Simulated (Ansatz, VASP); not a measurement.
BP: VASP beside Ansatz

```
B P
1.0
     0.00000    2.26900    2.26900
     2.26900    0.00000    2.26900
     2.26900    2.26900    0.00000
B P
1 1
Direct
  0.00000 0.00000 0.00000
  0.75000 0.75000 0.75000
```

Alike in both runs: task relaxation of cell and atoms; functional LDA; k mesh 18 × 18 × 18; occupations fermi-dirac, width 0.1 eV; no spin polarisation.

|  | VASP | Ansatz |
| --- | --- | --- |
| version | VASP 6.6.1 | Ansatz 0.2.0 |
| potentials or method | VASP PAW LDA potentials, release 64 (B, P) | PAW with Ansatz's default frozen-core files, scalar-relativistic |
| plane-wave cutoff (eV) | 600 | 420 |
| valence electrons in the cell | 8 | 8 |

|  | VASP | Ansatz | Ansatz less VASP |
| --- | --- | --- | --- |
| relaxed volume (Å³/atom) | 11.31 | 11.32 | +0.008 |
| relaxed length of the cell vector where the two differ most in proportion (Å) | 3.175 | 3.175 | +0.0007 |

LDA's correlation is that of Perdew and Zunger in VASP and of Perdew and Wang (1992) in Ansatz.
